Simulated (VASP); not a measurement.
# ZnSeS (P4/mmm) in VASP: notebook

The runs below take ZnSeS through relaxation of cell and atoms, single point, with PBE.

Everything below comes from runs of VASP 6.6.1. Logs are shortened: lines on timing, memory, paths and dates and some standing lists are left out, and cuts for length are marked.

### Step 1. The cell of the first run

Symmetry: P4/mmm, No. 123, tetragonal system. Conventional cell: a = 3.639 Å, b = 3.639 Å, c = 5.156 Å, α = 90.00°, β = 90.00°, γ = 90.00°. Within 3.4 Å of Zn (site symmetry 4/mmm) lie 4 Se at 2.57 Å. Within 3.4 Å of Se (site symmetry 4/mmm) lie 4 Zn at 2.57 Å and 2 S at 2.58 Å. Within 3.4 Å of S (site symmetry 4/mmm) lie 2 Se at 2.58 Å.

The cell was built from a structure type or drawn by symmetry, and may not be a known phase.

### Step 2. Relaxation of cell and atoms, PBE

File INCAR:

```
SYSTEM = ZnSeS
PREC = Accurate
ENCUT = 600
EDIFF = 1E-6
ISMEAR = 0
SIGMA = 0.1
LREAL = .FALSE.
LASPH = .TRUE.
NELM = 60
ALGO = Normal
ISIF = 3
LWAVE = .FALSE.
LCHARG = .FALSE.
GGA = PE
IBRION = 2
NSW = 90
EDIFFG = -0.04
```

File KPOINTS:

```
regular mesh
0
G
  6 6 4
  0 0 0
```

File POSCAR:

```
ZnSeS
1.0
    3.6389929963      0.0000000000      0.0000000000
    0.0000000000      3.6389929963      0.0000000000
    0.0000000000      0.0000000000      5.1561134271
Zn Se S
1 1 1
Direct
    0.0000000000      0.0000000000      0.0000000000
    0.5000000000      0.5000000000      0.0000000000
    0.5000000000      0.5000000000      0.5000000000
```

Potentials or basis: VASP PAW PBE potentials, release 64 (Zn, Se, S).

On the command line:

```sh
> cat potpaw_PBE.64/Zn/POTCAR potpaw_PBE.64/Se/POTCAR potpaw_PBE.64/S/POTCAR > POTCAR
> mpirun -np 1 vasp_std > vasp.out
```

OUTCAR:

```text
SYSTEM = ZnSeS
   PREC = Accurate
   ENCUT = 600
   EDIFF = 1E-6
   ISMEAR = 0
   LREAL = .FALSE.
   LASPH = .TRUE.
   NELM = 60
   ISIF = 3
   GGA = PE
   IBRION = 2
   NSW = 90
   EDIFFG = -0.04

 ion  position               nearest neighbor table
   1  0.000  0.000  0.000-   2 2.57   2 2.57   2 2.57   2 2.57
   2  0.500  0.500  0.000-   1 2.57   1 2.57   1 2.57   1 2.57   3 2.58   3 2.58
   3  0.500  0.500  0.500-   2 2.58   2 2.58

  LATTYP: Found a simple tetragonal cell.
 ALAT       =     3.6389929963
 C/A-ratio  =     1.4169066641

  Lattice vectors:

 A1 = (   3.6389929963,   0.0000000000,   0.0000000000)
 A2 = (   0.0000000000,   3.6389929963,   0.0000000000)
 A3 = (   0.0000000000,   0.0000000000,   5.1561134271)

Analysis of symmetry for initial positions (statically):
=====================================================================
 Subroutine PRICEL returns:
 Original cell was already a primitive cell.

 Routine SETGRP: Setting up the symmetry group for a
 simple tetragonal supercell.

 Subroutine GETGRP returns: Found 16 space group operations
 (whereof 16 operations were pure point group operations)
 out of a pool of 16 trial point group operations.

The static configuration has the point symmetry D_4h.

Analysis of symmetry for dynamics (positions and initial velocities):
=====================================================================
 Subroutine PRICEL returns:
 Original cell was already a primitive cell.

 Routine SETGRP: Setting up the symmetry group for a
 simple tetragonal supercell.

 Subroutine GETGRP returns: Found 16 space group operations
 (whereof 16 operations were pure point group operations)
 out of a pool of 16 trial point group operations.

The dynamic configuration has the point symmetry D_4h.

 Subroutine INISYM returns: Found 16 space group operations
 (whereof 16 operations are pure point group operations),
 and found     1 'primitive' translations

[... 153 lines left out ...]
  -------------------------------------------------------------------------------------
  Total       -0.0568678     -0.0568678     -0.3255741      0.0000000      0.0000000      0.0000000
  in kB       -1.3344190     -1.3344190     -7.6396866      0.0000000      0.0000000      0.0000000
  external PRESSURE =      -3.4361749 kB  Pullay stress =       0.0000000 kB

 VOLUME and BASIS-vectors are now :
 -----------------------------------------------------------------------------
  energy-cutoff  :      600.00
  volume of cell :       68.28
      direct lattice vectors                 reciprocal lattice vectors
     3.638992996  0.000000000  0.000000000     0.274801298  0.000000000  0.000000000
     0.000000000  3.638992996  0.000000000     0.000000000  0.274801298  0.000000000
     0.000000000  0.000000000  5.156113427     0.000000000  0.000000000  0.193944531

 POSITION                                       TOTAL-FORCE (eV/Angst)
 -----------------------------------------------------------------------------------
      0.00000      0.00000      0.00000         0.000000      0.000000      0.000000
      1.81950      1.81950      0.00000         0.000000      0.000000      0.000000
      1.81950      1.81950      2.57806         0.000000      0.000000      0.000000
 -----------------------------------------------------------------------------------
    total drift:                                0.000000      0.000000      0.000000

  FREE ENERGIE OF THE ION-ELECTRON SYSTEM (eV)
  ---------------------------------------------------
  free  energy   TOTEN  =        -8.0190738170 eV

  energy  without entropy=       -8.0111020262  energy(sigma->0) =       -8.01508792

--------------------------------------- Ionic step        2  -------------------------------------------

 number of electron      23.9999994 magnetization

 Free energy of the ion-electron system (eV)
  ---------------------------------------------------
  ext. energy  EPLUGINS =         0.00000000
  ---------------------------------------------------
  free energy    TOTEN  =        -8.01981559 eV

  energy without entropy =       -8.01171544  energy(sigma->0) =       -8.01576552

 E-fermi :   2.4445     XC(G=0):  -9.3874

 val. band max:        2.4069028721   @ k =   0.1667   0.1667   0.0000
 cond. band min:       2.4604182237   @ k =   0.3333   0.0000   0.5000
 fundamental gap:      0.0535153516
 Fermi energy:         2.4444558915

 k-point     1 :       0.0000    0.0000    0.0000
  band No.  band energies     occupation
      1     -12.2678      2.00000
      2      -8.2807      2.00000
      3      -4.6468      2.00000
      4      -4.5620      2.00000
      5      -4.4532      2.00000
      6      -4.4532      2.00000
[... 433 lines left out ...]
      3      -5.1835      2.00000
      4      -4.9007      2.00000
      5      -4.5156      2.00000
      6      -4.4445      2.00000
[... 8 lines left out ...]
     15       7.3871      0.00000
     16       7.6676      0.00000

 [... further k-points ...]

------------------------ aborting loop because EDIFF is reached ----------------------------------------

  FORCE on cell =-STRESS in cart. coord.  units (eV):
  Direction    XX          YY          ZZ          XY          YZ          ZX
  --------------------------------------------------------------------------------------
  -------------------------------------------------------------------------------------
  Total        0.0217372      0.0217372      0.0780064      0.0000000      0.0000000      0.0000000
  in kB        0.5136941      0.5136941      1.8434461      0.0000000      0.0000000      0.0000000
  external PRESSURE =       0.9569447 kB  Pullay stress =       0.0000000 kB

 VOLUME and BASIS-vectors are now :
 -----------------------------------------------------------------------------
  energy-cutoff  :      600.00
  volume of cell :       67.80
      direct lattice vectors                 reciprocal lattice vectors
     3.635665193  0.000000000  0.000000000     0.275052830 -0.000000000 -0.000000000
     0.000000000  3.635665193 -0.000000000     0.000000000  0.275052830 -0.000000000
     0.000000000  0.000000000  5.129118493     0.000000000  0.000000000  0.194965275

 POSITION                                       TOTAL-FORCE (eV/Angst)
 -----------------------------------------------------------------------------------
      0.00000      0.00000      0.00000        -0.000000     -0.000000      0.000000
      1.81783      1.81783     -0.00000         0.000000      0.000000      0.000000
      1.81783      1.81783      2.56456        -0.000000     -0.000000      0.000000
 -----------------------------------------------------------------------------------
    total drift:                                0.000000      0.000000      0.000000

  FREE ENERGIE OF THE ION-ELECTRON SYSTEM (eV)
  ---------------------------------------------------
  free  energy   TOTEN  =        -8.0198155949 eV

  energy  without entropy=       -8.0117154444  energy(sigma->0) =       -8.01576552

 reached required accuracy - stopping structural energy minimisation
```

OSZICAR:

```text
N       E                     dE             d eps       ncg     rms          rms(c)
DAV:   1     0.143048025641E+03    0.14305E+03   -0.12549E+04   960   0.173E+03
[... 15 lines left out ...]
DAV:   1    -0.803177060337E+01   -0.12697E-01   -0.22381E-01  1128   0.708E+00    0.851E-01
DAV:   2    -0.802184637564E+01    0.99242E-02   -0.48852E-02  1152   0.492E+00    0.303E-01
DAV:   3    -0.802030279425E+01    0.15436E-02   -0.22512E-03   984   0.465E-01    0.144E-01
DAV:   4    -0.801982946864E+01    0.47333E-03   -0.64839E-04  1112   0.226E-01    0.442E-02
DAV:   5    -0.801981457400E+01    0.14895E-04   -0.10062E-04  1328   0.142E-01    0.102E-02
DAV:   6    -0.801981569336E+01   -0.11194E-05   -0.25349E-05  1040   0.680E-02    0.548E-03
DAV:   7    -0.801981559487E+01    0.98494E-07   -0.15666E-06   584   0.246E-02
   2 F= -.80198156E+01 E0= -.80157655E+01  d E =-.741778E-03
```

Wall time 29 s (1 thread of Intel Xeon 6975P-C (Granite Rapids), shared host); peak memory 0.22 GiB.

Results:

```
Free energy                           : -8.0198 eV
Relaxed volume                        : 22.60 Å³/atom
Relaxed cell                          : a = 3.636 Å, b = 3.636 Å, c = 5.129 Å, α = 90.00°, β = 90.00°, γ = 90.00°
Space group after relaxing (to 0.1 Å) : P4/mmm (No. 123)
Energy gained by relaxing             : 0.2 meV/atom
Ionic steps                           : 2
Pressure after relaxing               : 0.1 GPa
Band gap on the k mesh                : zero (bands 12 and 13 overlap by 2.62 eV)
```

Stress tensor (GPa, compression positive):
```
0.05 0.00 0.00
0.00 0.05 0.00
0.00 0.00 0.18
```

Step by step:
```
step  energy change (eV)  largest force (eV/Å)  pressure (GPa)  volume (Å³)
   1              0.0000                0.0000           -0.34        68.28
   2             -0.0007                0.0000            0.10        67.80
```

Final structure:
```
Zn Se S
1.0
     3.63567    0.00000    0.00000
     0.00000    3.63567    0.00000
     0.00000    0.00000    5.12912
Zn Se S
1 1 1
Cartesian
  0.0000 0.0000 0.0000
  1.8178 1.8178 0.0000
  1.8178 1.8178 2.5646
```

### Step 3. Single point, PBE

This run uses another cell than the first one, of 22.46 Å³/atom.

File INCAR:

```
SYSTEM = ZnSeS
PREC = Accurate
ENCUT = 520
EDIFF = 1E-6
ISMEAR = 0
SIGMA = 0.1
LREAL = .False.
LASPH = .True.
NELM = 100
ALGO = Normal
ISIF = 2
LWAVE = .False.
LCHARG = .True.
GGA = PE
LELF = .True.
LVHAR = .True.
NBANDS = 19
```

File KPOINTS:

```
regular mesh
0
Gamma
  12 12 10
  0 0 0
```

File POSCAR:

```
ZnSeS
1.0
    3.6849145087      0.0000000000      0.0000000000
    0.0000000000      3.6849145087      0.0000000000
    0.0000000000      0.0000000000      4.9626759883
Zn Se S
1 1 1
Direct
    0.0000000000      0.0000000000      0.0000000000
    0.5000000000      0.5000000000      0.0000000000
    0.5000000000      0.5000000000      0.5000000000
```

Potentials or basis: VASP PAW PBE potentials, release 64 (Zn, Se, S).

On the command line:

```sh
> cat potpaw_PBE.64/Zn/POTCAR potpaw_PBE.64/Se/POTCAR potpaw_PBE.64/S/POTCAR > POTCAR
> mpirun -np 1 vasp_std > vasp.out
```

Wall time 66 s (1 thread of Intel Xeon 6975P-C (Granite Rapids), shared host); peak memory 0.35 GiB.

Results (log left out):

```yaml
Free_energy: -7.9921 eV
Pressure: 0.1 GPa
Band_gap_on_the_k_mesh: zero (bands 12 and 13 overlap by 2.85 eV)
```

Stress tensor (GPa, compression positive):
```
 0.11  0.00  0.00
 0.00  0.11  0.00
 0.00  0.00 -0.03
```

Levels at points of the mesh, in eV from the Fermi level:
```csv
k point,band 10,band 11,band 12,band 13,band 14,band 15
"(0.00, 0.00, 0.00)",-3.11,-1.15,0.44,0.44,4.43,5.08
"(0.50, 0.00, 0.00)",-1.81,-1.47,0.92,2.33,3.20,4.22
"(0.50, 0.50, 0.00)",-5.56,-2.16,-1.09,-1.09,5.21,5.28
"(0.00, 0.00, 0.50)",-1.55,-1.47,-0.54,-0.54,-0.46,3.14
"(0.50, 0.00, 0.50)",-1.15,-0.99,-0.91,-0.30,3.71,4.55
"(0.50, 0.50, 0.50)",-2.21,-2.21,-1.91,-0.70,-0.65,3.05
```

(Continued in part 2 of 2.)
